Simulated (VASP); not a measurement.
# TiSi2 (Cmcm) in VASP: a series of runs, part 2 of 2

VASP 6.6.1. Earlier steps stand in the parts before.

**4. Single point, PBE**

This run uses another cell than the first one, of 13.62 Å³/atom, 0.888 times its volume.

INCAR reads:

```
PREC = Accurate
ENCUT = 520
EDIFF = 1E-7
ISMEAR = -1
SIGMA = 0.05
LREAL = False
LASPH = True
NELM = 60
ALGO = Normal
ISIF = 2
LWAVE = False
LCHARG = True
GGA = PE
LELF = True
LVHAR = True
NBANDS = 29
```

KPOINTS reads:

```
Automatic mesh
0
Gamma
  7 7 6
```

POSCAR reads:

```
TiSi2
1.0
    1.7298029245     -6.6240959043      0.0000000000
    1.7298029245      6.6240959043      0.0000000000
    0.0000000000      0.0000000000      3.5651739700
Ti Si
2 4
Direct
    0.1031180800      0.8968819200      0.2500000000
    0.8968819200      0.1031180800      0.7500000000
    0.7503148200      0.2496851800      0.2500000000
    0.2496851800      0.7503148200      0.7500000000
    0.4417485500      0.5582514500      0.2500000000
    0.5582514500      0.4417485500      0.7500000000
```

Potentials or basis: VASP PAW PBE potentials, release 64 (Ti_sv, Si).

Command:

```console
$ cat potpaw_PBE.64/Ti_sv/POTCAR potpaw_PBE.64/Si/POTCAR > POTCAR
$ mpirun -np 1 vasp_std > vasp.out
```

OUTCAR:

```text
PREC = Accurate
   ENCUT = 520
   EDIFF = 1E-7
   ISMEAR = -1
   LREAL = False
   LASPH = True
   NELM = 60
   ISIF = 2
   GGA = PE

 ion  position               nearest neighbor table
   1  0.103  0.897  0.250-   6 2.55   6 2.55   6 2.55   6 2.55   3 2.61   3 2.61   4 2.64   4 2.64
                             5 2.75   5 2.75
   2  0.897  0.103  0.750-   5 2.55   5 2.55   5 2.55   5 2.55   4 2.61   4 2.61   3 2.64   3 2.64
                             6 2.75   6 2.75
   3  0.750  0.250  0.250-   4 2.48   4 2.48   4 2.48   4 2.48   1 2.61   1 2.61   2 2.64   2 2.64
                             5 3.07   5 3.07   6 3.11   6 3.11
   4  0.250  0.750  0.750-   3 2.48   3 2.48   3 2.48   3 2.48   2 2.61   2 2.61   1 2.64   1 2.64
                             6 3.07   6 3.07   5 3.11   5 3.11
   5  0.442  0.558  0.250-   6 2.36   6 2.36   2 2.55   2 2.55   2 2.55   2 2.55   1 2.75   1 2.75
                             3 3.07   3 3.07   4 3.11   4 3.11
   6  0.558  0.442  0.750-   5 2.36   5 2.36   1 2.55   1 2.55   1 2.55   1 2.55   2 2.75   2 2.75
                             4 3.07   4 3.07   3 3.11   3 3.11

  LATTYP: Found a base centered orthorhombic cell.
 ALAT       =     3.4596058490
 B/A-ratio  =     3.8293934011
 C/A-ratio  =     1.0305144937

  Lattice vectors:

 A1 = (   1.7298029245,  -6.6240959043,   0.0000000000)
 A2 = (   1.7298029245,   6.6240959043,   0.0000000000)
[... 187 lines left out ...]

 val. band max:       11.0511230285   @ k =  -0.2857   0.1429   0.1667
 cond. band min:      11.0986592620   @ k =  -0.2857   0.1429   0.0000
 fundamental gap:      0.0475362336
 Fermi energy:        11.0664244223

 k-point     1 :       0.0000    0.0000    0.0000
  band No.  band energies     occupation
      1     -45.6273      2.00000
      2     -45.6158      2.00000
      3     -22.0009      2.00000
      4     -21.9619      2.00000
      5     -21.9450      2.00000
      6     -21.9296      2.00000
[... 757 lines left out ...]
     28      14.5989      0.00000
     29      14.9553      0.00000

 [... further k-points ...]
[... 5 lines left out ...]
  --------------------------------------------------------------------------------------
  -------------------------------------------------------------------------------------
  Total        4.6975743      4.2728106      2.9367317      0.0000000      0.0000000      0.0000000
  in kB       92.1192261     83.7896284     57.5891788      0.0000000      0.0000000      0.0000000
  external PRESSURE =      77.8326778 kB  Pullay stress =       0.0000000 kB

 VOLUME and BASIS-vectors are now :
 -----------------------------------------------------------------------------
  energy-cutoff  :      520.00
  volume of cell :       81.70
      direct lattice vectors                 reciprocal lattice vectors
     1.729802924 -6.624095904  0.000000000     0.289050269 -0.075481999  0.000000000
     1.729802924  6.624095904  0.000000000     0.289050269  0.075481999  0.000000000
     0.000000000  0.000000000  3.565173970     0.000000000  0.000000000  0.280491221

 POSITION                                       TOTAL-FORCE (eV/Angst)
 -----------------------------------------------------------------------------------
      1.72980      5.25797      0.89129         0.000000      0.198495      0.000000
      1.72980     -5.25797      2.67388         0.000000     -0.198495     -0.000000
      1.72980     -3.31622      0.89129         0.000000     -0.117911      0.000000
      1.72980      3.31622      2.67388         0.000000      0.117911      0.000000
      1.72980      0.77173      0.89129         0.000000      0.311301      0.000000
      1.72980     -0.77173      2.67388         0.000000     -0.311301      0.000000
 -----------------------------------------------------------------------------------
    total drift:                                0.000000      0.000000      0.000000

  FREE ENERGIE OF THE ION-ELECTRON SYSTEM (eV)
  ---------------------------------------------------
  free  energy   TOTEN  =       -40.6372250881 eV

  energy  without entropy=      -40.6234159089  energy(sigma->0) =      -40.63032050
```

Run time: 4 min. Hardware: 1 thread of Intel Xeon Platinum 8488C (Sapphire Rapids), shared host; peak memory 0.34 GiB.

What came out:

```yaml
Free_energy: -40.6372 eV
Pressure: 7.8 GPa
Largest_force: 0.311 eV/Å
Band_gap_on_the_k_mesh: zero (band 20 reaches 11.54 eV, above the bottom of band 21 at 10.55 eV)
```

Forces in eV/Å, atoms in the order of the input:
```
Ti   0.000  0.198  0.000
Ti   0.000 -0.198  0.000
Si   0.000 -0.118  0.000
Si   0.000  0.118  0.000
Si   0.000  0.311  0.000
Si   0.000 -0.311  0.000
```

Stress tensor (GPa, compression positive):
```
9.21 0.00 0.00
0.00 8.38 0.00
0.00 0.00 5.76
```

**5. Single point, PBE**

This run uses another cell than the first one, of 13.90 Å³/atom, 0.906 times its volume.

INCAR reads:

```
ALGO = Normal ; EDIFF = 1E-6
ENCUT = 520 ; GGA = PE
ISIF = 2 ; ISMEAR = -1
LASPH = True ; LCHARG = False
LREAL = False ; LWAVE = False
NBANDS = 29 ; NELM = 100
PREC = Accurate ; SIGMA = 0.05
```

KPOINTS reads:

```
k-points
0
Gamma
  7 7 6
```

POSCAR: that of step 4 with these lines changed.

```diff
@@ -2,4 +2,4 @@
 1.0
-    1.7298029245     -6.6240959043      0.0000000000
-    1.7298029245      6.6240959043      0.0000000000
+    1.7474539748     -6.6916887196      0.0000000000
+    1.7474539748      6.6916887196      0.0000000000
     0.0000000000      0.0000000000      3.5651739700
```

Command:

```console
$ cat potpaw_PBE.64/Ti_sv/POTCAR potpaw_PBE.64/Si/POTCAR > POTCAR
$ mpirun -np 1 vasp_std > vasp.out
```

Run time: 3 min. Hardware: 1 thread of Intel Xeon Platinum 8488C (Sapphire Rapids), shared host; peak memory 0.34 GiB.

The run converged. Its results:

| Quantity | Value |
| --- | --- |
| Free energy | -40.7102 eV |
| Pressure | 4.7 GPa |
| Largest force | 0.246 eV/Å |
| Band gap on the k mesh | zero (band 20 reaches 11.28 eV, above the bottom of band 21 at 10.35 eV) |

Forces on the atoms (eV/Å):
```
Ti   0.000  0.105  0.000
Ti   0.000 -0.105  0.000
Si   0.000 -0.072  0.000
Si   0.000  0.072  0.000
Si   0.000  0.246  0.000
Si   0.000 -0.246  0.000
```

Stress tensor (GPa, compression positive):
```
5.39 0.00 0.00
0.00 4.88 0.00
0.00 0.00 3.73
```

Levels at points of the mesh, in eV from the Fermi level:
```
           k point  band 16  band 17  band 18  band 19  band 20  band 21  band 22  band 23  band 24  band 25
(0.00, 0.00, 0.00)    -2.60    -2.18    -2.07    -2.02     0.46     0.74     0.83     0.88     1.39     1.42
(0.00, 0.00, 0.50)    -2.30    -1.65    -1.65    -0.01    -0.01     0.90     0.90     1.54     1.54     1.63
```

**6. Single point, PBE**

This run uses another cell than the first one, of 14.18 Å³/atom, 0.925 times its volume.

INCAR reads:

```
SYSTEM = TiSi2
PREC = Accurate
ENCUT = 520
EDIFF = 1E-6
ISMEAR = -1
SIGMA = 0.05
LREAL = .False.
LASPH = .True.
NELM = 80
ALGO = Normal
ISIF = 2
LWAVE = .False.
LCHARG = .True.
GGA = PE
LELF = .True.
LVHAR = .True.
NBANDS = 29
```

KPOINTS reads:

```
regular mesh
0
Gamma
  7 7 6
  0 0 0
```

POSCAR: that of step 5 with these lines changed.

```diff
@@ -2,4 +2,4 @@
 1.0
-    1.7474539748     -6.6916887196      0.0000000000
-    1.7474539748      6.6916887196      0.0000000000
+    1.7651050250     -6.7592815350      0.0000000000
+    1.7651050250      6.7592815350      0.0000000000
     0.0000000000      0.0000000000      3.5651739700
```

Potentials or basis: VASP PAW PBE potentials, release 64 (Ti_sv, Si).

Command:

```console
$ cat potpaw_PBE.64/Ti_sv/POTCAR potpaw_PBE.64/Si/POTCAR > POTCAR
$ mpirun -np 1 vasp_std > vasp.out
```

OUTCAR:

```text
SYSTEM = TiSi2
   PREC = Accurate
   ENCUT = 520
   EDIFF = 1E-6
   ISMEAR = -1
   LREAL = .False.
   LASPH = .True.
   NELM = 80
   ISIF = 2
   GGA = PE

 ion  position               nearest neighbor table
   1  0.103  0.897  0.250-   6 2.58   6 2.58   6 2.58   6 2.58   3 2.66   3 2.66   4 2.67   4 2.67
                             5 2.81   5 2.81
   2  0.897  0.103  0.750-   5 2.58   5 2.58   5 2.58   5 2.58   4 2.66   4 2.66   3 2.67   3 2.67
                             6 2.81   6 2.81
   3  0.750  0.250  0.250-   4 2.51   4 2.51   4 2.51   4 2.51   1 2.66   1 2.66   2 2.67   2 2.67
[... 985 lines left out ...]
  -------------------------------------------------------------------------------------
  Total        1.0106599      0.9206508      1.0098542      0.0000000      0.0000000      0.0000000
  in kB       19.0341645     17.3389857     19.0189902      0.0000000      0.0000000      0.0000000
  external PRESSURE =      18.4640468 kB  Pullay stress =       0.0000000 kB

 VOLUME and BASIS-vectors are now :
 -----------------------------------------------------------------------------
  energy-cutoff  :      520.00
  volume of cell :       85.07
      direct lattice vectors                 reciprocal lattice vectors
     1.765105025 -6.759281535  0.000000000     0.283269263 -0.073972359  0.000000000
     1.765105025  6.759281535  0.000000000     0.283269263  0.073972359  0.000000000
     0.000000000  0.000000000  3.565173970     0.000000000  0.000000000  0.280491221

 POSITION                                       TOTAL-FORCE (eV/Angst)
 -----------------------------------------------------------------------------------
      1.76511      5.36527      0.89129         0.000000      0.015940     -0.000000
      1.76511     -5.36527      2.67388         0.000000     -0.015940      0.000000
      1.76511     -3.38390      0.89129         0.000000     -0.035713     -0.000000
      1.76511      3.38390      2.67388         0.000000      0.035713     -0.000000
      1.76511      0.78748      0.89129         0.000000      0.185631     -0.000000
      1.76511     -0.78748      2.67388         0.000000     -0.185631     -0.000000
 -----------------------------------------------------------------------------------
    total drift:                                0.000000      0.000000      0.000000

  FREE ENERGIE OF THE ION-ELECTRON SYSTEM (eV)
  ---------------------------------------------------
  free  energy   TOTEN  =       -40.7469471289 eV

  energy  without entropy=      -40.7332167668  energy(sigma->0) =      -40.74008195
```

OSZICAR:

```text
N       E                     dE             d eps       ncg     rms          rms(c)
DAV:   1     0.391017487594E+03    0.39102E+03   -0.18920E+04  3720   0.147E+03
DAV:   2     0.222282937098E+01   -0.38879E+03   -0.37747E+03  3752   0.428E+02
DAV:   3    -0.408967061616E+02   -0.43120E+02   -0.42207E+02  6031   0.120E+02
DAV:   4    -0.444973230794E+02   -0.36006E+01   -0.35750E+01  5374   0.308E+01
DAV:   5    -0.446904086618E+02   -0.19309E+00   -0.19298E+00  5514   0.604E+00    0.189E+01
DAV:   6    -0.416101079473E+02    0.30803E+01   -0.39291E+01  5251   0.422E+01    0.788E+00
DAV:   7    -0.408498421556E+02    0.76027E+00   -0.94729E+00  5025   0.223E+01    0.571E+00
DAV:   8    -0.407495897655E+02    0.10025E+00   -0.89202E-01  4965   0.688E+00    0.949E-01
DAV:   9    -0.407464492790E+02    0.31405E-02   -0.68759E-02  5364   0.186E+00    0.644E-01
DAV:  10    -0.407471401428E+02   -0.69086E-03   -0.11641E-02  5309   0.798E-01    0.222E-01
DAV:  11    -0.407469602405E+02    0.17990E-03   -0.27535E-03  5239   0.396E-01    0.391E-02
DAV:  12    -0.407469456976E+02    0.14543E-04   -0.17407E-04  5046   0.976E-02    0.118E-02
DAV:  13    -0.407469469765E+02   -0.12789E-05   -0.83428E-06  5107   0.187E-02    0.418E-03
DAV:  14    -0.407469471289E+02   -0.15242E-06   -0.32539E-06  4032   0.135E-02
   1 F= -.40746947E+02 E0= -.40740082E+02  d E =-.137304E-01
```

stdout:

```text
POSCAR found type information on POSCAR TiSi
 POSCAR found :  2 types and       6 ions
 scaLAPACK will be used
 LDA part: xc-table for (Slater+PW92), standard interpolation
 POSCAR, INCAR and KPOINTS ok, starting setup
 FFT: planning ... GRIDC
 FFT: planning ... GRID_SOFT
 FFT: planning ... GRID
 WAVECAR not read
 entering main loop
```

Wall time 3.4 min (1 thread of Intel Xeon Platinum 8488C (Sapphire Rapids), shared host); peak memory 0.34 GiB.

Results:

```
Free energy            : -40.7469 eV
Pressure               : 1.8 GPa
Largest force          : 0.186 eV/Å
Band gap on the k mesh : zero (band 20 reaches 11.02 eV, above the bottom of band 21 at 10.15 eV)
```

Forces in eV/Å, atoms in the order of the input:
```
Ti   0.000  0.016  0.000
Ti   0.000 -0.016  0.000
Si   0.000 -0.036  0.000
Si   0.000  0.036  0.000
Si   0.000  0.186  0.000
Si   0.000 -0.186  0.000
```

**7. Summary**

| cell | k mesh | gap on the mesh (eV) | pressure (GPa) | largest force (eV/Å) |
| --- | --- | --- | --- | --- |
| a = 7.265, b = 7.265, c = 3.565 Å, angles 90.0, 90.0, 150.7°, 6 atoms | 6 × 6 × 6 | none | -7.1 | 0.26 |
| a = 6.707, b = 6.707, c = 3.565 Å, angles 90.0, 90.0, 150.7°, 6 atoms | 7 × 7 × 6 | none | 15.0 | 0.46 |
| a = 6.846, b = 6.846, c = 3.565 Å, angles 90.0, 90.0, 150.7°, 6 atoms | 7 × 7 × 6 | none | 7.8 | 0.31 |
| a = 6.916, b = 6.916, c = 3.565 Å, angles 90.0, 90.0, 150.7°, 6 atoms | 7 × 7 × 6 | none | 4.7 | 0.25 |
| a = 6.986, b = 6.986, c = 3.565 Å, angles 90.0, 90.0, 150.7°, 6 atoms | 7 × 7 × 6 | none | 1.8 | 0.19 |

Alike in all rows: task single point; level PBE; potentials or basis VASP PAW PBE potentials, release 64 (Ti_sv, Si); no spin polarisation; cutoff (eV) 520; smearing fermi-dirac 0.05 eV.

Absolute energies hang on the potentials; compare differences alone.
